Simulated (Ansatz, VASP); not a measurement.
# Mo, level by level in two programs

```
Mo
1.0
    -1.58381    1.58381    1.58381
     1.58381   -1.58381    1.58381
     1.58381    1.58381   -1.58381
Mo
1
Direct
  0.00000 0.00000 0.00000
```

Single points on this cell with VASP 6.6.1 and Ansatz 0.2.0. Each row is one pair of runs. Alike in all rows: Ansatz's potentials, cutoff: Ansatz PAW, 420 eV.

```csv
level,spin,k mesh,smearing,"VASP's potentials, cutoff","gap on the k mesh at the Fermi level (eV), VASP","gap on the k mesh at the Fermi level (eV), Ansatz","pressure (GPa), VASP","pressure (GPa), Ansatz"
PBE,off,7 × 7 × 7,"fermi-dirac, width 0.05 eV","VASP PAW PBE potentials, release 64 (Mo_sv), 520 eV",none,none,-0.5,-1.0
RPBE+D4,off,12 × 12 × 12,"fermi-dirac, width 0.05 eV","VASP PAW PBE potentials, release 64 (Mo_sv), 520 eV",none,?,-8.4,?
PBE,off,12 × 12 × 12,"gaussian, width 0.025 eV","VASP PAW PBE potentials, release 64 (Mo_sv), 520 eV",none,none,-1.4,-1.9
PBE,off,12 × 12 × 12,"gaussian, width 0.019 eV","VASP PAW PBE potentials, release 64 (Mo_sv), 500 eV",none,none,-1.4,-1.9
HSE06,off,8 × 8 × 8,"fermi-dirac, width 0.05 eV","VASP PAW PBE potentials, release 64 (Mo_sv), 520 eV",none,none,-6.3,-7.1
HSE06,"non-collinear, zero start, SOC",5 × 5 × 5,"fermi-dirac, width 0.05 eV","VASP PAW PBE potentials, release 64 (Mo_sv), 520 eV",-,-,-10.0,-10.5
```

Task: Fill in what Ansatz gave in row 2.

Result: gap on the k mesh at the Fermi level (eV): none; pressure (GPa): -8.9.

A gap of «none» marks a metal or a gap that the smearing closes.

The k mesh is coarse in some rows, so the values compare programs but aren't converged.
